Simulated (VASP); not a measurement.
Write the native input for VASP 6.6.1 that does the following.

```
Task                   : single point
Functional             : PBE
Potentials or basis    : VASP PAW PBE potentials, release 64 (Fe, Rh_pv, C, N)
Cutoff                 : 520 eV
k mesh                 : 4 × 4 × 4
Occupations            : gaussian, width 0.1 eV
Spin                   : collinear spin, ferromagnetic start
Starting moments       : [4.0, 1.0, 0.0, 0.0, 0.0, 0.0, 0.0, 0.0, 0.0, 0.0] μB
Dipole correction      : no
Further INCAR settings : ALGO = Normal; EDIFF = 1e-07; NBANDS = 44
```

The structure of FeRhC4N4 lies in POSCAR:

```
FeRhC4N4
1.0
    5.9086026500      0.0000000000      0.0000000000
    0.0000000000      5.9086026500      0.0000000000
    0.0000000000      0.0000000000      5.9086026500
Fe Rh C N
1 1 4 4
Direct
    0.5000000000      0.5000000000      0.5000000000
    0.0000000000      0.0000000000      0.0000000000
    0.1873167900      0.1873167900      0.1873167900
    0.1873167900      0.8126832100      0.8126832100
    0.8126832100      0.1873167900      0.8126832100
    0.8126832100      0.8126832100      0.1873167900
    0.3016415900      0.3016415900      0.3016415900
    0.3016415900      0.6983584100      0.6983584100
    0.6983584100      0.3016415900      0.6983584100
    0.6983584100      0.6983584100      0.3016415900
```

The input as run:

INCAR

```
PREC = Accurate
ENCUT = 520
EDIFF = 1E-7
ISMEAR = 0
SIGMA = 0.1
LREAL = False
LASPH = True
NELM = 150
ALGO = Normal
ISIF = 2
LWAVE = False
LCHARG = True
ISPIN = 2
MAGMOM = 4 1 0 0 0 0 0 0 0 0
LORBIT = 11
LMAXMIX = 4
GGA = PE
LELF = True
LVHAR = True
NBANDS = 44
```

KPOINTS

```
regular mesh
0
Gamma
  4 4 4
```

Potentials or basis: VASP PAW PBE potentials, release 64 (Fe, Rh_pv, C, N).

Run with:

```sh
$ cat potpaw_PBE.64/Fe/POTCAR potpaw_PBE.64/Rh_pv/POTCAR potpaw_PBE.64/C/POTCAR potpaw_PBE.64/N/POTCAR > POTCAR
$ mpirun -np 1 vasp_std > vasp.out
```

It gave:

```json
{
 "Pressure": "1.3 GPa",
 "Largest force": "2.445 eV/Å",
 "Net moment": "1.95 μB per cell",
 "Site moments": "Fe +3.48; Rh -0.86; C -0.02; N -0.05 μB",
 "Valence electrons inside the program's atomic spheres": "Fe 6.71; Rh 14.07; C 2.60; N 3.88"
}
```

Caveat: a cell with one magnetic atom can't hold antiferromagnetic order, which such compounds often take; forces of over 1 eV/Å act on the atoms, so gaps and moduli don't describe the material at rest.

Run time: 8 min on 1 thread of Intel(R) Xeon(R) Platinum 8259CL CPU @ 2.50GHz (Skylake/Cascade Lake), with other jobs on the host, peak memory 0.48 GiB.
